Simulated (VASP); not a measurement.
# Al: single point with PBE

The system is Al.

```xyz
1
Lattice="-1.5759 1.6569 1.6580 1.4795 -1.5976 1.5023 1.6145 1.6362 -1.5987" Properties=species:S:1:pos:R:3 pbc="T T T"
Al    0.0000    0.0000    0.0000
```

```yaml
Program: VASP 6.6.1
Task: single point
Functional: PBE
Potentials_or_basis: VASP PAW PBE potentials, release 64 (Al)
Cutoff: 520 eV
k_mesh: 16 × 17 × 16
Occupations: methfessel-paxton, width 0.1 eV
Spin: no spin polarisation
```

```yaml
Pressure: 4.5 GPa
```

Stress tensor (GPa, compression positive):
```
 4.36 -1.30  3.20
-1.30  5.06 -2.64
 3.20 -2.64  4.13
```

Levels at points of the mesh, in eV from the Fermi level:
```tsv
k point	band 1	band 2	band 3	band 4
(0.00, 0.00, 0.00)	-11.30	12.49	13.35	13.85
(0.50, 0.00, 0.00)	-4.69	-4.48	8.66	8.74
(0.00, 0.00, 0.50)	-4.54	-4.16	7.97	8.19
(0.50, 0.00, 0.50)	-4.52	-4.14	7.71	7.93
```

It took 2.9 min on 1 thread of Intel(R) Xeon(R) Platinum 8488C (Sapphire Rapids), on a shared host, peak memory 0.34 GiB.
